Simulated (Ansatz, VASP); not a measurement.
**One calculation of VWC2, two programs**

```xyz
4
Lattice="1.4861 0.8580 4.8332 -1.4861 0.8580 4.8332 0.0000 -1.7160 4.8332" Properties=species:S:1:pos:R:3 pbc="T T T"
W     0.0000    0.0000    0.0000
V     0.0000    0.0000    7.2498
C     0.0000    0.0000    3.5740
C     0.0000    0.0000   10.9255
```

Alike in both runs: task single point; functional PBEsol; k mesh 10 × 10 × 10; occupations fermi-dirac, width 0.05 eV; collinear spin.

|  | VASP | Ansatz |
| --- | --- | --- |
| version | VASP 6.6.1 | Ansatz 0.2.0 |
| potentials or method | VASP PAW PBE potentials, release 64 (W_sv, V_sv, C) | Ansatz PAW |
| plane-wave cutoff (eV) | 520 | 420 |
| valence electrons in the cell | 35 | 35 |

```tsv
	VASP	Ansatz	Ansatz less VASP
gap on the k mesh at the Fermi level (eV)	none	none	-
pressure (GPa)	12.8	11.8	-1.01
traceless stress, the component that is largest in VASP (GPa)	-0.73	-0.68	+0.055
rms of the force components (eV/Å)	0.091	0.080	-0.0109
net moment per atom (μB)	0.00	0.00	0.000
```

VASP's potentials were made for PBE, not for PBEsol. Atom by atom the forces differ by 0.011 eV/Å (rms over components). A gap of «none» marks a metal or a gap that the smearing closes. With one functional, cell and mesh, what is left measures potentials, basis and numerics.

Spin-orbit coupling is off throughout.
